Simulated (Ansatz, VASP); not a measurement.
**Two plane-wave programs on Co**

```xyz
2
Lattice="2.3705 0.0000 0.0000 -1.1852 2.0529 0.0000 0.0000 0.0000 4.6197" Properties=species:S:1:pos:R:3 pbc="T T T"
Co    0.0000    1.3686    1.1549
Co    1.1852    0.6843    3.4648
```

Alike in both runs: task single point; functional PBE; k mesh 24 × 24 × 14; occupations gaussian, width 0.15 eV; collinear spin.

|  | VASP | Ansatz |
| --- | --- | --- |
| version | VASP 6.6.1 | Ansatz 0.2.0 |
| potentials or method | VASP PAW PBE potentials, release 64 (Co), cutoff 520 eV | scalar-relativistic, plane waves, PAW |
| valence electrons in the cell | 18 | 34 |

VASP gave:

```
gap on the k mesh at the Fermi level (eV)                     : none
pressure (GPa)                                                : 1.4
traceless stress, the component that is largest in VASP (GPa) : -30.27
net moment per atom (μB)                                      : 1.67
size of the moment on the site where the two differ most (μB) : 1.69
```

**Question.** Which values does Ansatz return?

**Answer.** gap on the k mesh at the Fermi level (eV): none; pressure (GPa): 2.2; traceless stress, the component that is largest in VASP (GPa): -31.08; net moment per atom (μB): 1.68; size of the moment on the site where the two differ most (μB): 1.75.

Site moments also hang on the region over which each program counts them. A gap of «none» marks a metal or a gap that the smearing closes. VASP's potentials hold 18 valence electrons a cell and Ansatz's 34, so a difference there can come from the potentials and not from the codes.
